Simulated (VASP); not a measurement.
Ag: single point with PBEsol+D3(BJ)+U

Crystal: Ag.

```
Ag
1.0
     0.00000    2.01130    2.01130
     2.01130    0.00000    2.01130
     2.01130    2.01130    0.00000
Ag
1
Direct
  0.00000 0.00000 0.00000
```

* Program: VASP 6.6.1
* Task: single point
* Functional: PBEsol
* Dispersion: D3(BJ)
* Potentials or basis: VASP PAW PBE potentials, release 64 (Ag_sv_GW)
* Cutoff: 630 eV
* k mesh: 11 × 11 × 11
* Occupations: methfessel-paxton, width 0.05 eV
* Spin: non-collinear spin, zero start, spin-orbit coupling
* Starting moments: [[0.0, 0.0, 0.0]] μB
* Hubbard terms: Ag d U = 6.0 eV

The pressure is -1.8 GPa, the net moment is 0.00 μB per cell and the valence electrons inside the program's atomic spheres are Ag 16.84. The dispersion energy per atom is -0.572 eV.

Moments on the atoms (μB; x, y, z):
```
Ag  0.00 0.00 0.00
```

Run time: 43 s on 1 thread of Intel(R) Xeon(R) Platinum 8488C (Sapphire Rapids), on a shared host, peak memory 0.25 GiB.

Caveat: the PAW data sets were made with another functional, which shifts forces and pressure a little; the U is typed as a test and isn't derived for this compound. The state reached can hang on the start; a lower one may exist.
